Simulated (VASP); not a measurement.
# KMgF3 (Pm-3m) in VASP: a series of runs

The runs below take KMgF3 through single point, with r2SCAN.

Everything below comes from runs of VASP 6.6.1. Logs are shortened: lines on timing, memory, paths and dates and some standing lists are left out, and cuts for length are marked.

**1. The cell of the first run**

Symmetry: Pm-3m, No. 221, cubic system. The conventional cell has a = 3.959 Å, b = 3.959 Å, c = 3.959 Å, α = 90.00°, β = 90.00°, γ = 90.00°. Within 3.7 Å of K (site symmetry m-3m) lie 12 F at 2.80 Å and 8 Mg at 3.43 Å. Within 2.6 Å of Mg (site symmetry m-3m) lie 6 F at 1.98 Å. Within 2.6 Å of F (site symmetry 4/mmm) lie 2 Mg at 1.98 Å.

**2. Single point, r2SCAN**

File POSCAR:

```
KMgF3
1.0
    3.9591481872      0.0000000000      0.0000000000
    0.0000000000      3.9591481872      0.0000000000
    0.0000000000      0.0000000000      3.9591481872
K Mg F
1 1 3
Direct
    0.5000000000      0.5000000000      0.5000000000
    0.0000000000      0.0000000000      0.0000000000
    0.5000000000      0.0000000000      0.0000000000
    0.0000000000      0.5000000000      0.0000000000
    0.0000000000      0.0000000000      0.5000000000
```

File INCAR.step1:

```
PREC     = Accurate       # precision mode
ENCUT    = 520            # plane-wave cutoff, eV
ISMEAR   = 0              # smearing method
SIGMA    = 0.01           # smearing width, eV
LREAL    = F              # projectors in reciprocal space
LASPH    = T              # aspherical terms in the spheres
NELM     = 100            # most SCF steps
NBANDS   = 24             # bands
GGA      = PE             # functional
ALGO     = Normal         # electronic algorithm
EDIFF    = 1E-4           # SCF threshold, eV
LWAVE    = T              # write WAVECAR
LCHARG   = F              # write CHGCAR
```

File INCAR.step2:

```
PREC     = Accurate       # precision mode
ENCUT    = 520            # plane-wave cutoff, eV
EDIFF    = 1E-6           # SCF threshold, eV
ISMEAR   = 0              # smearing method
SIGMA    = 0.01           # smearing width, eV
LREAL    = F              # projectors in reciprocal space
LASPH    = T              # aspherical terms in the spheres
NELM     = 100            # most SCF steps
ALGO     = Normal         # electronic algorithm
ISIF     = 2              # what is computed and relaxed
LWAVE    = F              # write WAVECAR
LCHARG   = F              # write CHGCAR
METAGGA  = R2SCAN         # meta-GGA
LMIXTAU  = T            
NBANDS   = 24             # bands
ISTART   = 1
```

File KPOINTS:

```
regular mesh
0
Gamma
  4 4 4
```

Potentials or basis: VASP PAW PBE potentials, release 64 (K_sv, Mg, F).

On the command line:

```
> cat potpaw_PBE.64/K_sv/POTCAR potpaw_PBE.64/Mg/POTCAR potpaw_PBE.64/F/POTCAR > POTCAR
> cp INCAR.step1 INCAR
> mpirun -np 1 vasp_std > vasp.out
> cp INCAR.step2 INCAR
> mpirun -np 1 vasp_std > vasp.out
```

OUTCAR:

```text
PREC = Accurate
   ENCUT = 520
   EDIFF = 1E-6
   ISMEAR = 0
   LREAL = F
   LASPH = T
   NELM = 100
   ISIF = 2
   METAGGA = R2SCAN
   ISTART = 1

 ion  position               nearest neighbor table
   1  0.500  0.500  0.500-   3 2.80   4 2.80   5 2.80   3 2.80   4 2.80   3 2.80   5 2.80   3 2.80
                             4 2.80   5 2.80   4 2.80   5 2.80   2 3.43   2 3.43   2 3.43   2 3.43
   2  0.000  0.000  0.000-   3 1.98   4 1.98   5 1.98   5 1.98   4 1.98   3 1.98   1 3.43   1 3.43
                             1 3.43   1 3.43   1 3.43   1 3.43   1 3.43   1 3.43
   3  0.500  0.000  0.000-   2 1.98   2 1.98   1 2.80   1 2.80   1 2.80   1 2.80
   4  0.000  0.500  0.000-   2 1.98   2 1.98   1 2.80   1 2.80   1 2.80   1 2.80
   5  0.000  0.000  0.500-   2 1.98   2 1.98   1 2.80   1 2.80   1 2.80   1 2.80

  LATTYP: Found a simple cubic cell.
 ALAT       =     3.9591481872

  Lattice vectors:

 A1 = (   3.9591481872,   0.0000000000,   0.0000000000)
 A2 = (   0.0000000000,   3.9591481872,   0.0000000000)
 A3 = (   0.0000000000,   0.0000000000,   3.9591481872)

Analysis of symmetry for initial positions (statically):
=====================================================================
 Subroutine PRICEL returns:
 Original cell was already a primitive cell.

 Routine SETGRP: Setting up the symmetry group for a
 simple cubic supercell.

 Subroutine GETGRP returns: Found 48 space group operations
 (whereof 48 operations were pure point group operations)
 out of a pool of 48 trial point group operations.

The static configuration has the point symmetry O_h .

Analysis of symmetry for dynamics (positions and initial velocities):
=====================================================================
 Subroutine PRICEL returns:
 Original cell was already a primitive cell.

 Routine SETGRP: Setting up the symmetry group for a
 simple cubic supercell.

 Subroutine GETGRP returns: Found 48 space group operations
 (whereof 48 operations were pure point group operations)
 out of a pool of 48 trial point group operations.

The dynamic configuration has the point symmetry O_h .

 Subroutine INISYM returns: Found 48 space group operations
 (whereof 48 operations are pure point group operations),
 and found     1 'primitive' translations

----------------------------------------------------------------------------------------

                                     Primitive cell

  volume of cell :      62.0591
[... 81 lines left out ...]
   LREAL  =      F    real-space projection
   EDIFFG = 0.1E-04   stopping-criterion for IOM
   NSW    =      0    number of steps for IOM
   IBRION =     -1    ionic relax: 0-MD 1-quasi-New 2-CG
   NFREE  =      0    steps in history (QN), initial steepest desc. (CG)
   ISIF   =      2    stress and relaxation
   ISYM   =      2    0-nonsym 1-usesym 2-fastsym
   POTIM  = 0.5000    time-step for ionic-motion
   TEBEG  =    0.0;   TEEND  =   0.0 temperature during run
   PSTRESS=    0.0 pullay stress
   NELECT =      32.0000    total number of electrons
   NUPDOWN=      -1.0000    fix difference up-down
   EMIN   =  10.00;   EMAX   =-10.00  energy-range for DOS
   EFERMI =   0.00;   METHOD = LEGACY
   ISMEAR =     0;   SIGMA  =   0.01  broadening in eV -4-tet -1-fermi 0-gaus
   EFERMI_NEDOS =   21; number of points for ismear=-14 and -15
   IALGO  =     38    algorithm
   IMIX   =      4    mixing-type and parameters
     AMIX     =   0.40;   BMIX     =  1.00
     AMIX_MAG =   1.60;   BMIX_MAG =  1.00
  volume/ion in A,a.u.               =      12.41        83.76
  Fermi-wavevector in a.u.,A,eV,Ry     =   1.312773  2.480782 23.447923  1.723374
  Thomas-Fermi vector in A             =   2.443142
   LORBIT       =      0    0 simple, 1 ext, 2 COOP (PROOUT), +10 PAW based schemes
   METAGGA = R2SCAN    functional components
   LHFCALC =     F    Hartree Fock is set to
   AEXX    =    0.0000 exact exchange contribution
   IVDW    =     0    specifies the selected vdW correction
   LEPSILON=     F    determine dielectric tensor
   LRPA    =     F    only Hartree local field effects (RPA)
 non-spin polarized calculation
 Gauss-broadening in eV      SIGMA  =   0.01
  energy-cutoff  :      520.00
  volume of cell :       62.06
 maximum number of plane-waves:      1743
 NGX is ok and might be reduce to    30
   NGX = 15   NGY = 15   NGZ = 15

 number of electron      31.9999961 magnetization

 Free energy of the ion-electron system (eV)
  ---------------------------------------------------
  ext. energy  EPLUGINS =         0.00000000
  ---------------------------------------------------
  free energy    TOTEN  =       -37.41340057 eV

  energy without entropy =      -37.41340057  energy(sigma->0) =      -37.41340057

 E-fermi :  -1.9950     XC(G=0): -10.3134

 val. band max:       -2.1148564037   @ k =   0.5000   0.5000   0.5000
 cond. band min:       6.2945849712   @ k =   0.0000   0.0000   0.0000
 fundamental gap:      8.4094413750
 Fermi energy:        -1.9949825211

 k-point     1 :       0.0000    0.0000    0.0000
  band No.  band energies     occupation
      1     -28.6740      2.00000
      2     -23.4093      2.00000
      3     -22.7529      2.00000
      4     -22.7529      2.00000
      5     -11.4036      2.00000
      6     -11.4036      2.00000
[... 259 lines left out ...]
     23      14.3237      0.00000
     24      14.3237      0.00000

------------------------ aborting loop because EDIFF is reached ----------------------------------------

  FORCE on cell =-STRESS in cart. coord.  units (eV):
  Direction    XX          YY          ZZ          XY          YZ          ZX
  --------------------------------------------------------------------------------------
  -------------------------------------------------------------------------------------
  Total        0.2744138      0.2744138      0.2744138     -0.0000000     -0.0000000     -0.0000000
  in kB        7.0845343      7.0845343      7.0845343     -0.0000000     -0.0000000     -0.0000000
  external PRESSURE =       7.0845343 kB  Pullay stress =       0.0000000 kB

 VOLUME and BASIS-vectors are now :
 -----------------------------------------------------------------------------
  energy-cutoff  :      520.00
  volume of cell :       62.06
      direct lattice vectors                 reciprocal lattice vectors
     3.959148187  0.000000000  0.000000000     0.252579583  0.000000000  0.000000000
     0.000000000  3.959148187  0.000000000     0.000000000  0.252579583  0.000000000
     0.000000000  0.000000000  3.959148187     0.000000000  0.000000000  0.252579583

 POSITION                                       TOTAL-FORCE (eV/Angst)
 -----------------------------------------------------------------------------------
      1.97957      1.97957      1.97957         0.000000      0.000000      0.000000
      0.00000      0.00000      0.00000         0.000000      0.000000      0.000000
      1.97957      0.00000      0.00000         0.000000      0.000000      0.000000
      0.00000      1.97957      0.00000         0.000000      0.000000      0.000000
      0.00000      0.00000      1.97957         0.000000      0.000000      0.000000
 -----------------------------------------------------------------------------------
    total drift:                                0.000000     -0.000000      0.000000

  FREE ENERGIE OF THE ION-ELECTRON SYSTEM (eV)
  ---------------------------------------------------
  free  energy   TOTEN  =       -37.4134005665 eV

  energy  without entropy=      -37.4134005665  energy(sigma->0) =      -37.41340057
```

OUTCAR.step1:

```text
PREC = Accurate
   ENCUT = 520
   ISMEAR = 0
   LREAL = F
[... 488 lines left out ...]
      0.00000      0.00000      0.00000         0.000000      0.000000      0.000000
      1.97957      0.00000      0.00000         0.000000      0.000000      0.000000
      0.00000      1.97957      0.00000         0.000000      0.000000      0.000000
      0.00000      0.00000      1.97957         0.000000      0.000000      0.000000
 -----------------------------------------------------------------------------------
    total drift:                                0.000000     -0.000000      0.000000

  FREE ENERGIE OF THE ION-ELECTRON SYSTEM (eV)
  ---------------------------------------------------
  free  energy   TOTEN  =       -24.3787868780 eV

  energy  without entropy=      -24.3787868780  energy(sigma->0) =      -24.37878688
```

OSZICAR.step1:

```text
N       E                     dE             d eps       ncg     rms          rms(c)
DAV:   1     0.222244586887E+03    0.22224E+03   -0.17493E+04   488   0.129E+03
DAV:   2    -0.146494467985E+02   -0.23689E+03   -0.23009E+03   576   0.343E+02
DAV:   3    -0.259301848432E+02   -0.11281E+02   -0.11208E+02   664   0.703E+01
DAV:   4    -0.265825495858E+02   -0.65236E+00   -0.65230E+00   656   0.100E+01
DAV:   5    -0.265873745477E+02   -0.48250E-02   -0.48245E-02   632   0.912E-01    0.905E+00
DAV:   6    -0.243750275544E+02    0.22123E+01   -0.70569E+00   560   0.192E+01    0.413E+00
DAV:   7    -0.243788092395E+02   -0.37817E-02   -0.32648E-01   560   0.298E+00    0.244E+00
DAV:   8    -0.243793719772E+02   -0.56274E-03   -0.72453E-02   592   0.241E+00    0.335E-01
DAV:   9    -0.243785101942E+02    0.86178E-03   -0.17077E-02   600   0.903E-01    0.148E-01
DAV:  10    -0.243787942588E+02   -0.28406E-03   -0.10944E-03   520   0.222E-01    0.853E-02
DAV:  11    -0.243787868780E+02    0.73808E-05   -0.52214E-05   392   0.601E-02
   1 F= -.24378787E+02 E0= -.24378787E+02  d E =-.122143E-35
```

It took 66 s on 1 thread of AMD EPYC 9R45 (Zen 5), shared host; peak memory 0.14 GiB.

What came out:

- Free energy: -37.4134 eV
- Pressure: 0.7 GPa
- Band gap on the k mesh: 8.41 eV, indirect (least direct gap 8.73 eV)

Caveat: the PAW data sets were made with another functional, which shifts forces and pressure a little.

**3. Single point, r2SCAN**

This run uses another cell than the first one, of 12.67 Å³/atom, 1.020 times its volume.

Edit POSCAR of step 2 so:

```diff
@@ -2,5 +2,5 @@
 1.0
-    3.9591481872      0.0000000000      0.0000000000
-    0.0000000000      3.9591481872      0.0000000000
-    0.0000000000      0.0000000000      3.9591481872
+    3.9859000000      0.0000000000      0.0000000000
+    0.0000000000      3.9859000000      0.0000000000
+    0.0000000000      0.0000000000      3.9859000000
 K Mg F
```

File INCAR.step1:

```
PREC = Accurate
ENCUT = 520
ISMEAR = 0
SIGMA = 0.01
LREAL = False
LASPH = True
NELM = 60
NBANDS = 24
GGA = PE
ALGO = Normal
EDIFF = 1E-4
LWAVE = True
LCHARG = False
```

File INCAR.step2:

```
PREC = Accurate
ENCUT = 520
EDIFF = 1E-6
ISMEAR = 0
SIGMA = 0.01
LREAL = False
LASPH = True
NELM = 60
ALGO = Normal
ISIF = 2
LWAVE = False
LCHARG = False
METAGGA = R2SCAN
LMIXTAU = True
NBANDS = 24
ISTART = 1
```

File KPOINTS:

```
Automatic mesh
0
Gamma
  4 4 4
```

Potentials or basis: VASP PAW PBE potentials, release 64 (K_sv, Mg, F).

On the command line:

```
> cat potpaw_PBE.64/K_sv/POTCAR potpaw_PBE.64/Mg/POTCAR potpaw_PBE.64/F/POTCAR > POTCAR
> cp INCAR.step1 INCAR
> mpirun -np 1 vasp_std > vasp.out
> cp INCAR.step2 INCAR
> mpirun -np 1 vasp_std > vasp.out
```

OUTCAR:

```text
PREC = Accurate
   ENCUT = 520
   EDIFF = 1E-6
   ISMEAR = 0
   LREAL = False
   LASPH = True
   NELM = 60
   ISIF = 2
   METAGGA = R2SCAN
   ISTART = 1

 ion  position               nearest neighbor table
   1  0.500  0.500  0.500-   3 2.82   4 2.82   5 2.82   3 2.82   4 2.82   3 2.82   5 2.82   3 2.82
                             4 2.82   5 2.82   4 2.82   5 2.82   2 3.45   2 3.45   2 3.45   2 3.45
   2  0.000  0.000  0.000-   3 1.99   4 1.99   5 1.99   5 1.99   4 1.99   3 1.99   1 3.45   1 3.45
                             1 3.45   1 3.45   1 3.45   1 3.45   1 3.45   1 3.45
[... 461 lines left out ...]
  -------------------------------------------------------------------------------------
  Total       -0.3625866     -0.3625866     -0.3625866     -0.0000000     -0.0000000      0.0000000
  in kB       -9.1736715     -9.1736715     -9.1736715     -0.0000000     -0.0000000      0.0000000
  external PRESSURE =      -9.1736715 kB  Pullay stress =       0.0000000 kB

 VOLUME and BASIS-vectors are now :
 -----------------------------------------------------------------------------
  energy-cutoff  :      520.00
  volume of cell :       63.33
      direct lattice vectors                 reciprocal lattice vectors
     3.985900000  0.000000000  0.000000000     0.250884367  0.000000000  0.000000000
     0.000000000  3.985900000  0.000000000     0.000000000  0.250884367  0.000000000
     0.000000000  0.000000000  3.985900000     0.000000000  0.000000000  0.250884367

 POSITION                                       TOTAL-FORCE (eV/Angst)
 -----------------------------------------------------------------------------------
      1.99295      1.99295      1.99295         0.000000      0.000000      0.000000
      0.00000      0.00000      0.00000         0.000000      0.000000      0.000000
      1.99295      0.00000      0.00000         0.000000      0.000000      0.000000
      0.00000      1.99295      0.00000         0.000000      0.000000      0.000000
      0.00000      0.00000      1.99295         0.000000      0.000000      0.000000
 -----------------------------------------------------------------------------------
    total drift:                                0.000000     -0.000000      0.000000

  FREE ENERGIE OF THE ION-ELECTRON SYSTEM (eV)
  ---------------------------------------------------
  free  energy   TOTEN  =       -37.4149999256 eV

  energy  without entropy=      -37.4149999256  energy(sigma->0) =      -37.41499993
```

OUTCAR.step1:

```text
PREC = Accurate
   ENCUT = 520
   ISMEAR = 0
   LREAL = False
   LASPH = True
[... 487 lines left out ...]
      0.00000      0.00000      0.00000         0.000000      0.000000      0.000000
      1.99295      0.00000      0.00000         0.000000      0.000000      0.000000
      0.00000      1.99295      0.00000         0.000000      0.000000      0.000000
      0.00000      0.00000      1.99295         0.000000      0.000000      0.000000
 -----------------------------------------------------------------------------------
    total drift:                                0.000000     -0.000000      0.000000

  FREE ENERGIE OF THE ION-ELECTRON SYSTEM (eV)
  ---------------------------------------------------
  free  energy   TOTEN  =       -24.4145400996 eV

  energy  without entropy=      -24.4145400996  energy(sigma->0) =      -24.41454010
```

Run time: 72 s. Hardware: 1 thread of AMD EPYC 9R45 (Zen 5), shared host; peak memory 0.14 GiB.

What came out:

```yaml
Free_energy: -37.4150 eV
Pressure: -0.9 GPa
Band_gap_on_the_k_mesh: 8.25 eV, indirect (least direct gap 8.57 eV)
```

Caveat: the PAW data sets were made with another functional, which shifts forces and pressure a little.

**4. Single point, r2SCAN**

This run uses another cell than the first one, of 12.92 Å³/atom, 1.041 times its volume.

Edit POSCAR of step 3 so:

```diff
@@ -2,5 +2,5 @@
 1.0
-    3.9859000000      0.0000000000      0.0000000000
-    0.0000000000      3.9859000000      0.0000000000
-    0.0000000000      0.0000000000      3.9859000000
+    4.0122974580      0.0000000000      0.0000000000
+    0.0000000000      4.0122974580      0.0000000000
+    0.0000000000      0.0000000000      4.0122974580
 K Mg F
```

File INCAR.step1:

```
SYSTEM = KMgF3
PREC = Accurate
ENCUT = 520
ISMEAR = 0
SIGMA = 0.01
LREAL = .False.
LASPH = .True.
NELM = 80
NBANDS = 24
GGA = PE
ALGO = Normal
EDIFF = 1E-4
LWAVE = .True.
LCHARG = .False.
```

File INCAR.step2:

```
SYSTEM = KMgF3
PREC = Accurate
ENCUT = 520
EDIFF = 1E-7
ISMEAR = 0
SIGMA = 0.01
LREAL = .False.
LASPH = .True.
NELM = 80
ALGO = Normal
ISIF = 2
LWAVE = .False.
LCHARG = .False.
METAGGA = R2SCAN
LMIXTAU = .True.
NBANDS = 24
ISTART = 1
```

File KPOINTS:

```
Automatic mesh
0
Gamma
  4 4 4
  0 0 0
```

On the command line:

```
> cat potpaw_PBE.64/K_sv/POTCAR potpaw_PBE.64/Mg/POTCAR potpaw_PBE.64/F/POTCAR > POTCAR
> cp INCAR.step1 INCAR
> mpirun -np 1 vasp_std > vasp.out
> cp INCAR.step2 INCAR
> mpirun -np 1 vasp_std > vasp.out
```

It took 78 s on 1 thread of AMD EPYC 9R45 (Zen 5), shared host; peak memory 0.14 GiB.

The run converged. Its results:

```
Free energy            : -37.4046 eV
Pressure               : -2.4 GPa
Band gap on the k mesh : 8.09 eV, indirect (least direct gap 8.41 eV)
```

Levels at points of the mesh, in eV from the valence-band top:
```tsv
k point	band 12	band 13	band 14	band 15	band 16	band 17	band 18	band 19	band 20	band 21
(0.00, 0.00, 0.00)	-0.62	-0.62	-0.32	-0.32	-0.32	8.09	10.81	10.81	13.12	13.12
(0.50, 0.00, 0.00)	-0.84	-0.84	-0.84	-0.52	-0.52	10.88	11.26	11.84	13.68	13.68
(0.50, 0.50, 0.00)	-1.00	-1.00	-0.88	-0.88	-0.02	11.76	12.45	13.46	13.46	13.70
(0.50, 0.50, 0.50)	-1.10	-1.10	0.00	0.00	0.00	11.29	11.29	11.29	14.92	14.92
```

Caveat: the PAW data sets were made with another functional, which shifts forces and pressure a little. A k mesh can miss the band edges.

(Continued in part 2 of 2.)
